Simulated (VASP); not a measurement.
# WC (P-6m2) in VASP: notebook, part 2 of 2

VASP 6.6.1. The steps go on from the part before.

### 5 Single point, PBE (strain +0.080 along x and y, -0.080 along z)

File INCAR:

```
SYSTEM = WC
  PREC = Accurate
  ENCUT = 520
  EDIFF = 1E-7
  ISMEAR = 0
  SIGMA = 0.15
  LREAL = .FALSE.
  LASPH = .TRUE.
  NELM = 100
  ALGO = Normal
  ISIF = 2
  LWAVE = .FALSE.
  LCHARG = .FALSE.
  GGA = PE
  NBANDS = 16
```

File KPOINTS:

```
Automatic mesh
0
G
  18 18 16
  0 0 0
```

File POSCAR:

```
WC
1.0
    3.1325415509      0.0000000000      0.0000000000
   -1.5662707754      2.7128605615      0.0000000000
    0.0000000000      0.0000000000      2.6026800000
W C
1 1
Direct
    0.0000000000      0.0000000000      0.0000000000
    0.6666666667      0.3333333333      0.5000000000
```

Potentials or basis: VASP PAW PBE potentials, release 64 (W_sv, C).

Run with:

```
$ cat potpaw_PBE.64/W_sv/POTCAR potpaw_PBE.64/C/POTCAR > POTCAR
$ mpirun -np 1 vasp_std > vasp.out
```

OUTCAR:

```text
SYSTEM = WC
   PREC = Accurate
   ENCUT = 520
   EDIFF = 1E-7
   ISMEAR = 0
   LREAL = .FALSE.
   LASPH = .TRUE.
   NELM = 100
   ISIF = 2
   GGA = PE

 ion  position               nearest neighbor table
   1  0.000  0.000  0.000-   2 2.23   2 2.23   2 2.23   2 2.23   2 2.23   2 2.23
   2  0.667  0.333  0.500-   1 2.23   1 2.23   1 2.23   1 2.23   1 2.23   1 2.23

  LATTYP: Found a hexagonal cell.
 ALAT       =     3.1325415509
 C/A-ratio  =     0.8308525067

  Lattice vectors:

 A1 = (   3.1325415509,   0.0000000000,   0.0000000000)
 A2 = (  -1.5662707754,   2.7128605615,   0.0000000000)
 A3 = (   0.0000000000,   0.0000000000,   2.6026800000)

Analysis of symmetry for initial positions (statically):
=====================================================================
 Subroutine PRICEL returns:
 Original cell was already a primitive cell.

 Routine SETGRP: Setting up the symmetry group for a
 hexagonal supercell.

 Subroutine GETGRP returns: Found 12 space group operations
 (whereof 12 operations were pure point group operations)
 out of a pool of 24 trial point group operations.

The static configuration has the point symmetry D_3h.

Analysis of symmetry for dynamics (positions and initial velocities):
[... 157 lines left out ...]

  energy without entropy =      -21.66450861  energy(sigma->0) =      -21.66734833

 E-fermi :  10.4241     XC(G=0): -13.3935

 val. band max:       10.3987498669   @ k =   0.0556   0.0556   0.2500
 cond. band min:      10.4243510796   @ k =   0.1111   0.0000   0.2500
 fundamental gap:      0.0256012126
 Fermi energy:        10.4241094812

 k-point     1 :       0.0000    0.0000    0.0000
  band No.  band energies     occupation
      1     -63.8344      2.00000
      2     -27.9168      2.00000
      3     -27.9168      2.00000
      4     -27.3770      2.00000
      5      -3.8529      2.00000
      6       6.0470      2.00000
[... 433 lines left out ...]
      3     -28.0420      2.00000
      4     -27.3346      2.00000
      5      -1.1985      2.00000
      6       3.3158      2.00000
[... 8 lines left out ...]
     15      23.1214      0.00000
     16      25.9286      0.00000

 [... further k-points ...]
[... 5 lines left out ...]
  --------------------------------------------------------------------------------------
  -------------------------------------------------------------------------------------
  Total       -5.1390421     -5.1390421      9.1230314     -0.0000000     -0.0000000      0.0000000
  in kB     -372.2611149   -372.2611149    660.8526968     -0.0000000     -0.0000000      0.0000000
  external PRESSURE =     -27.8898443 kB  Pullay stress =       0.0000000 kB

 VOLUME and BASIS-vectors are now :
 -----------------------------------------------------------------------------
  energy-cutoff  :      520.00
  volume of cell :       22.12
      direct lattice vectors                 reciprocal lattice vectors
     3.132541551  0.000000000  0.000000000     0.319229604  0.184307298  0.000000000
    -1.566270775  2.712860561  0.000000000     0.000000000  0.368614596  0.000000000
     0.000000000  0.000000000  2.602680000     0.000000000  0.000000000  0.384219343

 POSITION                                       TOTAL-FORCE (eV/Angst)
 -----------------------------------------------------------------------------------
      0.00000      0.00000      0.00000         0.000000      0.000000      0.000000
      1.56627      0.90429      1.30134        -0.000000      0.000000      0.000000
 -----------------------------------------------------------------------------------
    total drift:                                0.000000     -0.000000      0.000000

  FREE ENERGIE OF THE ION-ELECTRON SYSTEM (eV)
  ---------------------------------------------------
  free  energy   TOTEN  =       -21.6701880539 eV

  energy  without entropy=      -21.6645086114  energy(sigma->0) =      -21.66734833
```

stdout:

```text
POSCAR found type information on POSCAR W C
 POSCAR found :  2 types and       2 ions
 scaLAPACK will be used
 LDA part: xc-table for (Slater+PW92), standard interpolation
 POSCAR, INCAR and KPOINTS ok, starting setup
 FFT: planning ... GRIDC
 FFT: planning ... GRID_SOFT
 FFT: planning ... GRID
 WAVECAR not read
 entering main loop
```

Wall time 89 s (1 thread of Intel Xeon 8259CL, shared host); peak memory 0.23 GiB.

Results:

```
Free energy            : -21.6702 eV
Pressure               : -2.8 GPa
Band gap on the k mesh : zero (bands 9 and 10 overlap by 2.35 eV)
```

Caveat: the cell differs from its parent crystal (strain +0.080 along x and y, -0.080 along z); spin-orbit coupling is left out, which moves the levels of the heavy elements.

### 6 Single point, PBE (strain +0.000 along x and y, +0.080 along z)

File INCAR:

```
SYSTEM = WC
ALGO     = Normal         ! electronic algorithm
EDIFF    = 1E-6           ! SCF threshold, eV
ENCUT    = 520            ! plane-wave cutoff, eV
GGA      = PE             ! functional
ISIF     = 2              ! what is computed and relaxed
ISMEAR   = 0              ! smearing method
LASPH    = .True.         ! aspherical terms in the spheres
LCHARG   = .True.         ! write CHGCAR
LELF     = .True.         ! ELF
LREAL    = .False.        ! projectors in reciprocal space
LVHAR    = .True.       
LWAVE    = .False.        ! write WAVECAR
NBANDS   = 16             ! bands
NELM     = 100            ! most SCF steps
PREC     = Accurate       ! precision mode
SIGMA    = 0.15           ! smearing width, eV
```

File KPOINTS:

```
k-points
0
Gamma
  18 18 16
  0 0 0
```

File POSCAR:

```
WC
1.0
    2.9005014360      0.0000000000      0.0000000000
   -1.4502507180      2.5119079273      0.0000000000
    0.0000000000      0.0000000000      3.0553200000
W C
1 1
Direct
    0.0000000000      0.0000000000      0.0000000000
    0.6666666667      0.3333333333      0.5000000000
```

Potentials or basis: VASP PAW PBE potentials, release 64 (W_sv, C).

Run with:

```
$ cat potpaw_PBE.64/W_sv/POTCAR potpaw_PBE.64/C/POTCAR > POTCAR
$ mpirun -np 1 vasp_std > vasp.out
```

Run time: 1.7 min. Hardware: 1 thread of Intel Xeon 8259CL, shared host; peak memory 0.24 GiB.

Results (log left out):

```
Free energy            : -22.1884 eV
Pressure               : -19.5 GPa
Band gap on the k mesh : zero (bands 9 and 10 overlap by 0.93 eV)
```

Stress tensor (GPa, compression positive):
```
 -2.82   0.00   0.00
  0.00  -2.82   0.00
  0.00   0.00 -52.79
```

Levels at points of the mesh, in eV from the Fermi level:
| k point | band 7 | band 8 | band 9 | band 10 | band 11 | band 12 |
| --- | --- | --- | --- | --- | --- | --- |
| (0.00, 0.00, 0.00) | -2.55 | -2.55 | -0.61 | 2.85 | 2.85 | 4.96 |
| (0.50, 0.00, 0.00) | -4.04 | -3.31 | 0.05 | 1.90 | 4.56 | 5.11 |
| (0.00, 0.00, 0.50) | -1.13 | -1.13 | -0.56 | -0.56 | 2.06 | 4.65 |
| (0.50, 0.00, 0.50) | -4.20 | -3.42 | -0.02 | 4.19 | 4.44 | 5.87 |

Caveat: the cell differs from its parent crystal (strain +0.000 along x and y, +0.080 along z); the cell stands under tension; spin-orbit coupling is left out, which moves the levels of the heavy elements.

### 7 Overview

```csv
cell,gap on the mesh (eV),pressure (GPa)
"a = 3.017, b = 3.017, c = 2.603 Å, angles 90.0, 90.0, 120.0°, 2 atoms",none,22.2
"a = 3.017, b = 3.017, c = 2.716 Å, angles 90.0, 90.0, 120.0°, 2 atoms",none,-0.1
"a = 2.901, b = 2.901, c = 2.942 Å, angles 90.0, 90.0, 120.0°, 2 atoms",none,-7.0
"a = 3.133, b = 3.133, c = 2.603 Å, angles 90.0, 90.0, 120.0°, 2 atoms",none,-2.8
"a = 2.901, b = 2.901, c = 3.055 Å, angles 90.0, 90.0, 120.0°, 2 atoms",none,-19.5
```

Alike in all rows: task single point; level PBE; potentials or basis VASP PAW PBE potentials, release 64 (W_sv, C); no spin polarisation; k mesh 18 × 18 × 16; cutoff (eV) 520; smearing gaussian 0.15 eV.

Caveats: spin-orbit coupling is left out, which moves the levels of the heavy elements; the cell stands under tension (at least some runs); the cell stands under pressure (at least some runs).

Absolute energies hang on the potentials; compare differences alone.
